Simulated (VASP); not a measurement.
Wanted: the native input for a VASP 6.6.1 run.

```
Task                   : single point
Functional             : PBEsol
Potentials or basis    : VASP PAW PBE potentials, release 64 (V_sv)
Cutoff                 : 520 eV
k mesh                 : 11 × 11 × 1
Occupations            : gaussian, width 0.1 eV
Spin                   : no spin polarisation
Dipole correction      : yes
Further INCAR settings : ALGO = Normal; EDIFF = 1e-06; NBANDS = 34
```

The structure of V lies in POSCAR:

```
V
1.0
    2.6652496213      0.0000000000      0.0000000000
    0.0000000000      2.6652496213      0.0000000000
    0.0000000000      0.0000000000     22.6538482424
V
4
Direct
    0.5000000000      0.5000000000      0.3752121895
    0.0000000000      0.0000000000      0.4584040632
    0.5000000000      0.5000000000      0.5447311555
    0.0000000000      0.0000000000      0.6246756904
```

These files were run (other wordings do the same):

INCAR

```
PREC = Accurate
ENCUT = 520
EDIFF = 1E-6
ISMEAR = 0
SIGMA = 0.1
LREAL = F
LASPH = T
NELM = 80
ALGO = Normal
ISIF = 2
LWAVE = F
LCHARG = F
LDIPOL = T
IDIPOL = 3
DIPOL = 0.5 0.5 0.501
GGA = PS
NBANDS = 34
```

KPOINTS

```
Automatic mesh
0
Gamma
  11 11 1
```

Potentials or basis: VASP PAW PBE potentials, release 64 (V_sv).

Run with:

```bash
$ cat potpaw_PBE.64/V_sv/POTCAR > POTCAR
$ mpirun -np 1 vasp_std > vasp.out
```

It gave:

```json
{
 "Largest force": "0.409 eV/Å",
 "Band gap on the k mesh": "zero (band 26 reaches 0.47 eV, above the bottom of band 27 at 0.43 eV)"
}
```

Caveat: the PAW data sets were made with another functional, which shifts forces and pressure a little.

Run time: 4.5 min on 1 thread of AMD EPYC 7R43 64-Core Processor (Zen 3) (shared host), peak memory 0.23 GiB.
